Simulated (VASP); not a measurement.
# WSe2 in VASP: notebook

Runs on WSe2. Level: PBE+D3(BJ). Tasks: single point.

Everything below comes from runs of VASP 6.6.1. Logs are shortened: lines on timing, memory, paths and dates and some standing lists are left out, and cuts for length are marked.

## (1) The cell of the first run

The cell holds a slab with vacuum, 6 atoms: a = 3.285 Å, b = 3.285 Å, c = 24.239 Å, α = 90.00°, β = 90.00°, γ = 120.00°.

## (2) Single point, PBE+D3(BJ) (layers slid over each other)

Input file INCAR:

```
PREC = Accurate
ENCUT = 520
EDIFF = 1E-6
ISMEAR = 0
SIGMA = 0.05
LREAL = F
LASPH = T
NELM = 100
ALGO = Normal
ISIF = 2
LWAVE = F
LCHARG = F
LDIPOL = T
IDIPOL = 3
DIPOL = 0.5 0.5 0.388
GGA = PE
IVDW = 12
NBANDS = 35
```

Input file KPOINTS:

```
Automatic mesh
0
Gamma
  9 9 1
```

Input file POSCAR:

```
WSe2
1.0
    3.2854929709      0.0000000000      0.0000000000
   -1.6427464855      2.8453203767      0.0000000000
    0.0000000000      0.0000000000     24.2386466774
Se W
4 2
Direct
    0.3333333333      0.6666666667      0.1856539294
    0.3333333333      0.6666666667      0.3246601777
    1.0000000000      0.0000000000      0.4517299783
    1.0000000000      0.0000000000      0.5907362267
    0.6666666667      0.3333333333      0.2551570536
    0.6666666667      0.3333333333      0.5212331025
```

Potentials or basis: VASP PAW PBE potentials, release 64 (Se, W_sv).

Started as:

```
> cat potpaw_PBE.64/Se/POTCAR potpaw_PBE.64/W_sv/POTCAR > POTCAR
> mpirun -np 1 vasp_std > vasp.out
```

OUTCAR:

```text
PREC = Accurate
   ENCUT = 520
   EDIFF = 1E-6
   ISMEAR = 0
   LREAL = F
   LASPH = T
   NELM = 100
   ISIF = 2
   GGA = PE
   IVDW = 12
 IVDW          = 12

 ion  position               nearest neighbor table
   1  0.333  0.667  0.186-   5 2.54   5 2.54   5 2.54
   2  0.333  0.667  0.325-   5 2.54   5 2.54   5 2.54
   3  0.000  0.000  0.452-   6 2.54   6 2.54   6 2.54
   4  0.000  0.000  0.591-   6 2.54   6 2.54   6 2.54
   5  0.667  0.333  0.255-   2 2.54   2 2.54   2 2.54   1 2.54   1 2.54   1 2.54
   6  0.667  0.333  0.521-   3 2.54   4 2.54   3 2.54   4 2.54   3 2.54   4 2.54

  LATTYP: Found a hexagonal cell.
 ALAT       =     3.2854929709
 C/A-ratio  =     7.3774763459

  Lattice vectors:

 A1 = (   3.2854929709,   0.0000000000,   0.0000000000)
 A2 = (  -1.6427464855,   2.8453203767,   0.0000000000)
 A3 = (   0.0000000000,   0.0000000000,  24.2386466774)

Analysis of symmetry for initial positions (statically):
=====================================================================
 Subroutine PRICEL returns:
 Original cell was already a primitive cell.

 Routine SETGRP: Setting up the symmetry group for a
 hexagonal supercell.

 Subroutine GETGRP returns: Found 12 space group operations
 (whereof  6 operations were pure point group operations)
 out of a pool of 24 trial point group operations.

The static configuration has the point symmetry C_3v.
 The point group associated with its full space group is D_3d.

Analysis of symmetry for dynamics (positions and initial velocities):
=====================================================================
 Subroutine PRICEL returns:
 Original cell was already a primitive cell.

 Routine SETGRP: Setting up the symmetry group for a
 hexagonal supercell.

 Subroutine GETGRP returns: Found 12 space group operations
 (whereof  6 operations were pure point group operations)
 out of a pool of 24 trial point group operations.

The dynamic configuration has the point symmetry C_3v.
 The point group associated with its full space group is D_3d.

 Subroutine INISYM returns: Found 12 space group operations
 (whereof  6 operations are pure point group operations),
 and found     1 'primitive' translations

----------------------------------------------------------------------------------------

                                     Primitive cell

  volume of cell :     226.5897

  direct lattice vectors                    reciprocal lattice vectors
     3.285492971  0.000000000  0.000000000     0.304368327  0.175727136  0.000000000
    -1.642746486  2.845320377  0.000000000     0.000000000  0.351454271  0.000000000
     0.000000000  0.000000000 24.238646677     0.000000000  0.000000000  0.041256429

  length of vectors
     3.285492971  3.285492971 24.238646677     0.351454271  0.351454271  0.041256429

  position of ions in fractional coordinates (direct lattice)
     0.333333333  0.666666667  0.185653929
     0.333333333  0.666666667  0.324660178
     0.000000000  0.000000000  0.451729978
     0.000000000  0.000000000  0.590736227
     0.666666667  0.333333333  0.255157054
     0.666666667  0.333333333  0.521233102

  ion indices of the primitive-cell ions
   primitive index   ion index
                 1           1
                 2           2
                 3           3
                 4           4
                 5           5
                 6           6

----------------------------------------------------------------------------------------

 KPOINTS: Automatic mesh

Automatic generation of k-mesh.
 Grid dimensions read from file:
 generate k-points for:    9    9    1

 Generating k-lattice:

  Cartesian coordinates                     Fractional coordinates (reciprocal lattice)
     0.033818703  0.019525237  0.000000000     0.111111111  0.000000000  0.000000000
     0.000000000  0.039050475  0.000000000     0.000000000  0.111111111  0.000000000
     0.000000000  0.000000000  0.041256429     0.000000000  0.000000000  1.000000000

  Length of vectors
     0.039050475  0.039050475  0.041256429

  Shift w.r.t. Gamma in fractional coordinates (k-lattice)
     0.000000000  0.000000000  0.000000000

 Subroutine IBZKPT returns following result:
 ===========================================

 Found     12 irreducible k-points:

 Following reciprocal coordinates:
            Coordinates               Weight
  0.000000  0.000000  0.000000      1.000000
  0.111111 -0.000000  0.000000      6.000000
  0.222222  0.000000  0.000000      6.000000
  0.333333 -0.000000  0.000000      6.000000
  0.444444  0.000000  0.000000      6.000000
  0.111111  0.111111  0.000000      6.000000
  0.222222  0.111111  0.000000     12.000000
  0.333333  0.111111  0.000000     12.000000
  0.444444  0.111111  0.000000      6.000000
  0.222222  0.222222  0.000000      6.000000
  0.333333  0.222222  0.000000     12.000000
  0.333333  0.333333  0.000000      2.000000
   k-points           NKPTS =     12   k-points in BZ     NKDIM =     12   number of bands    NBANDS=     35
   number of dos      NEDOS =    301   number of ions     NIONS =      6
   total plane-waves  NPLWV = 103680
   dimension x,y,z NGX =    24 NGY =   24 NGZ =  180
   dimension x,y,z NGXF=    48 NGYF=   48 NGZF=  360
   ions per type =               4   2
   NGX,Y,Z   is equivalent  to a cutoff of  12.14, 12.14, 12.35 a.u.
   NGXF,Y,Z  is equivalent  to a cutoff of  24.29, 24.29, 24.69 a.u.
 SYSTEM =  unknown system
   PREC   = accura    normal or accurate (medium, high low for compatibility)
   ISTART =      0    job   : 0-new  1-cont  2-samecut
   ICHARG =      2    charge: 1-file 2-atom 10-const
   ISPIN  =      1    spin polarized calculation?
   LNONCOLLINEAR =      F non collinear calculations
   LSORBIT =      F    spin-orbit coupling
   LASPH  =      T    aspherical Exc in radial PAW
   ENCUT  =  520.0 eV  38.22 Ry    6.18 a.u.   6.11  6.11 45.07*2*pi/ulx,y,z
   NELM   =    100;   NELMIN=  2; NELMDL= -5     # of ELM steps
   EDIFF  = 0.1E-05   stopping-criterion for ELM
   LREAL  =      F    real-space projection
   EDIFFG = 0.1E-04   stopping-criterion for IOM
   NSW    =      0    number of steps for IOM
   IBRION =     -1    ionic relax: 0-MD 1-quasi-New 2-CG
   NFREE  =      0    steps in history (QN), initial steepest desc. (CG)
   ISIF   =      2    stress and relaxation
   ISYM   =      2    0-nonsym 1-usesym 2-fastsym
   POTIM  = 0.5000    time-step for ionic-motion
   TEBEG  =    0.0;   TEEND  =   0.0 temperature during run
   PSTRESS=    0.0 pullay stress
   NELECT =      52.0000    total number of electrons
   NUPDOWN=      -1.0000    fix difference up-down
   EMIN   =  10.00;   EMAX   =-10.00  energy-range for DOS
   EFERMI =   0.00;   METHOD = LEGACY
   ISMEAR =     0;   SIGMA  =   0.05  broadening in eV -4-tet -1-fermi 0-gaus
   EFERMI_NEDOS =   21; number of points for ismear=-14 and -15
   IALGO  =     38    algorithm
   IMIX   =      4    mixing-type and parameters
     AMIX     =   0.40;   BMIX     =  1.00
     AMIX_MAG =   1.60;   BMIX_MAG =  1.00
  volume/ion in A,a.u.               =      37.76       254.85
  Fermi-wavevector in a.u.,A,eV,Ry     =   1.002296  1.894064 13.668371  1.004597
  Thomas-Fermi vector in A             =   2.134774
   LORBIT       =      0    0 simple, 1 ext, 2 COOP (PROOUT), +10 PAW based schemes
   GGA     = PE    functional components
   LHFCALC =     F    Hartree Fock is set to
   AEXX    =    0.0000 exact exchange contribution
   IVDW    =    12    specifies the selected vdW correction
   LEPSILON=     F    determine dielectric tensor
   LRPA    =     F    only Hartree local field effects (RPA)
 non-spin polarized calculation
 Gauss-broadening in eV      SIGMA  =   0.05
  energy-cutoff  :      520.00
  volume of cell :      226.59
 maximum number of plane-waves:      6144
   NGX = 13   NGY = 13   NGZ = 91

 dipolmoment           0.000000      0.000000     -0.000002 electrons x Angstroem

 number of electron      51.9999992 magnetization

 dipolmoment           0.000000      0.000000      0.000001 electrons x Angstroem

 Free energy of the ion-electron system (eV)
  ---------------------------------------------------
  ext. energy  EPLUGINS =         0.00000000
  ---------------------------------------------------
  free energy    TOTEN  =       -43.13566494 eV

  energy without entropy =      -43.13566494  energy(sigma->0) =      -43.13566494

 E-fermi :   1.3893     XC(G=0):  -6.1997

 val. band max:        0.9914876072   @ k =   0.0000   0.0000   0.0000
 cond. band min:       2.4110826009   @ k =   0.2222   0.1111   0.0000
 fundamental gap:      1.4195949937
 Fermi energy:         1.3892689792

 k-point     1 :       0.0000    0.0000    0.0000
  band No.  band energies     occupation
      1     -73.1781      2.00000
      2     -73.1781      2.00000
      3     -37.4257      2.00000
      4     -37.4256      2.00000
      5     -37.2898      2.00000
      6     -37.2898      2.00000
[... 27 lines left out ...]
     34       4.0347      0.00000
     35       5.2156      0.00000

 k-point     2 :       0.1111   -0.0000    0.0000
  band No.  band energies     occupation
      1     -73.1769      2.00000
      2     -73.1769      2.00000
      3     -37.4204      2.00000
      4     -37.4204      2.00000
      5     -37.3176      2.00000
      6     -37.3176      2.00000
[... 27 lines left out ...]
     34       4.2043      0.00000
     35       5.6237      0.00000
[... 340 lines left out ...]
     34       5.5706      0.00000
     35       6.1642      0.00000

 k-point    12 :       0.3333    0.3333    0.0000
  band No.  band energies     occupation
      1     -73.1664      2.00000
      2     -73.1664      2.00000
      3     -37.4644      2.00000
      4     -37.4643      2.00000
      5     -37.4409      2.00000
      6     -37.4409      2.00000
[... 27 lines left out ...]
     34       5.8404      0.00000
     35       5.9635      0.00000

------------------------ aborting loop because EDIFF is reached ----------------------------------------

 vacuum level on the upper side and lower side of the slab       (xc-potential included)        -0.117        -0.118

 Edisp (eV)   -2.40963

 E8    (eV) :    -1.1079

  FORCE on cell =-STRESS in cart. coord.  units (eV):
  Direction    XX          YY          ZZ          XY          YZ          ZX
  --------------------------------------------------------------------------------------
  -------------------------------------------------------------------------------------
  Total       0.17779     0.17779     0.15661    -0.00000     0.00000     0.00000
  in kB       1.25712     1.25712     1.10735    -0.00000     0.00000     0.00000
  external pressure =        1.21 kB  Pullay stress =        0.00 kB

 VOLUME and BASIS-vectors are now :
 -----------------------------------------------------------------------------
  energy-cutoff  :      520.00
  volume of cell :      226.59
      direct lattice vectors                 reciprocal lattice vectors
     3.285492971  0.000000000  0.000000000     0.304368327  0.175727136  0.000000000
    -1.642746486  2.845320377  0.000000000     0.000000000  0.351454271  0.000000000
     0.000000000  0.000000000 24.238646677     0.000000000  0.000000000  0.041256429

 POSITION                                       TOTAL-FORCE (eV/Angst)
 -----------------------------------------------------------------------------------
     -0.00000      1.89688      4.50000        -0.000000     -0.000000     -0.044357
     -0.00000      1.89688      7.86932        -0.000000      0.000000     -0.034425
      0.00000      0.00000     10.94932         0.000000     -0.000000      0.034425
      0.00000      0.00000     14.31865         0.000000     -0.000000      0.044357
      1.64275      0.94844      6.18466         0.000000     -0.000000      0.052330
      1.64275      0.94844     12.63399        -0.000000      0.000000     -0.052330
 -----------------------------------------------------------------------------------
    total drift:                               -0.000000     -0.000000      0.000177

  FREE ENERGIE OF THE ION-ELECTRON SYSTEM (eV)
  ---------------------------------------------------
  free  energy   TOTEN  =       -45.5452923290 eV

  energy  without entropy=      -45.5452923290  energy(sigma->0) =      -45.54529233

 vacuum level on the upper side and lower side of the slab         5.840         5.839
```

It took 75 s on 1 thread of Intel Xeon 6975P-C (Granite Rapids), shared host; peak memory 0.35 GiB.

Results:

```
Free energy                : -45.5453 eV
Largest force              : 0.052 eV/Å
Band gap on the k mesh     : 1.42 eV (least direct gap 1.66 eV)
Dispersion energy per atom : -0.402 eV
```

Forces in eV/Å, atoms in the order of the input:
```
Se   0.000  0.000 -0.044
Se   0.000  0.000 -0.034
Se   0.000  0.000  0.034
Se   0.000  0.000  0.044
W    0.000  0.000  0.052
W    0.000  0.000 -0.052
```

Caveat: the cell differs from its parent crystal (layers slid over each other); spin-orbit coupling is left out, which moves the levels of the heavy elements.

[end of part 1 of 2]
